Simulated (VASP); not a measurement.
BN:

```xyz
2
Lattice="0.0000 1.8048 1.8048 1.8048 0.0000 1.8048 1.8048 1.8048 0.0000" Properties=species:S:1:pos:R:3 pbc="T T T"
B     0.0000    0.0000    0.0000
N     0.9024    0.9024    0.9024
```

Base run:

| Quantity | Value |
| --- | --- |
| Program | VASP 6.6.1 |
| Functional | PBE |
| Potentials or basis | VASP PAW PBE potentials, release 64 (B, N) |
| Cutoff | 520 eV |
| k mesh | 8 × 8 × 8 |
| Occupations | gaussian, width 0.01 eV |
| Spin | no spin polarisation |

Its results: band gap on the k mesh 4.46 eV, indirect (least direct gap 8.84 eV); pressure 5.0 GPa.

**Question.** After a change of settings the same cell gave: band gap on the k mesh 6.55 eV, indirect (least direct gap 11.35 eV); pressure -3.9 GPa. Which change was it?
A. k mesh from 8 × 8 × 8 to 12 × 12 × 12
B. functional from PBE to r2SCAN
C. functional from PBE to PBE0

**Answer.** C.

PBE0 gives the wider gap, since exact exchange removes part of the self-interaction.

Caveats: the PAW data sets were made with another functional, which shifts forces and pressure a little (some runs).
